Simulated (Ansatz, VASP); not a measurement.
**Two plane-wave programs on YTiTe3**

```xyz
5
Lattice="5.3459 0.0000 0.0000 0.0000 5.3459 0.0000 0.0000 0.0000 5.3459" Properties=species:S:1:pos:R:3 pbc="T T T"
Y     2.6730    2.6730    2.6730
Ti    0.0000    0.0000    0.0000
Te    2.6730    0.0000    0.0000
Te    0.0000    2.6730    0.0000
Te    0.0000    0.0000    2.6730
```

Alike in both runs: task relaxation of cell and atoms; functional PBE; k mesh 4 × 4 × 4; occupations gaussian, width 0.1 eV; no spin polarisation.

|  | VASP | Ansatz |
| --- | --- | --- |
| version | VASP 6.6.1 | Ansatz 0.2.0 |
| potentials or method | VASP PAW PBE potentials, release 64 (Y_sv, Ti_sv, Te), cutoff 600 eV | scalar-relativistic, plane waves, PAW |
| valence electrons in the cell | 41 | 71 |

|  | VASP | Ansatz | Ansatz less VASP |
| --- | --- | --- | --- |
| gap on the k mesh at the Fermi level, each at its own relaxed structure (eV) | none | none | - |
| relaxed volume (Å³/atom) | 30.32 | 30.56 | +0.238 |
| relaxed length of the cell vector where the two differ most in proportion (Å) | 5.332 | 5.346 | +0.0139 |

A gap of «none» marks a metal or a gap that the smearing closes. VASP's potentials hold 41 valence electrons a cell and Ansatz's 71, so a difference there can come from the potentials and not from the codes.

Spin-orbit coupling is off throughout. Noted on VASP's run: too few bands were computed for a metal, which touches its energy and stress.
